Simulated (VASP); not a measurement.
The system is C.

```
CELL_PARAMETERS angstrom
3.40490 0.00000 0.00000
0.00000 3.40490 0.00000
0.00000 0.00000 3.16207
ATOMIC_POSITIONS crystal
C 0.00000 0.26963 0.61937
C 0.26963 0.00000 0.38063
C 0.73037 0.00000 0.38063
C 0.00000 0.73037 0.61937
C 0.00000 0.00000 0.00000
```

```yaml
Program: VASP 6.6.1
Task: relaxation of cell and atoms
Functional: PBE
Potentials_or_basis: VASP PAW PBE potentials, release 64 (C)
Cutoff: 600 eV
k_mesh: 6 × 6 × 6
Occupations: gaussian, width 0.1 eV
Spin: no spin polarisation
```

At the start: pressure 20.3 GPa; volume 7.33 Å³/atom.

Q: How do energy, volume and symmetry change on relaxing?

A: Over 9 steps the energy falls by 99.0 meV/atom and the volume is 7.57 Å³/atom (+3.3 %); space group P-4m2 (No. 115, to 0.05 Å).

The path:
| step | energy change (eV) | largest force (eV/Å) | pressure (GPa) | volume (Å³) |
| --- | --- | --- | --- | --- |
| 1 | 0.0000 | 4.4477 | 20.30 | 36.66 |
| 2 | 4.8483 | 16.4808 | 8.54 | 41.80 |
| 3 | -0.4750 | 0.7766 | 0.10 | 37.76 |
| 4 | -0.4817 | 0.4222 | 1.51 | 37.65 |
| 5 | -0.4819 | 0.3753 | 1.79 | 37.63 |
| 6 | -0.4876 | 0.3672 | -1.52 | 38.07 |
| 7 | -0.4947 | 0.0613 | -0.13 | 37.88 |
| 8 | -0.4945 | 0.1225 | -0.30 | 37.87 |
| 9 | -0.4949 | 0.0224 | -0.21 | 37.87 |

Final structure:
```
C
1.0
     3.42325    0.00000    0.00000
     0.00000    3.42325    0.00000
     0.00000    0.00000    3.23197
C
5
Direct
  0.00000 0.28169 0.62735
  0.28169 0.00000 0.37265
  0.71831 0.00000 0.37265
  0.00000 0.71831 0.62735
  0.00000 0.00000 0.00000
```
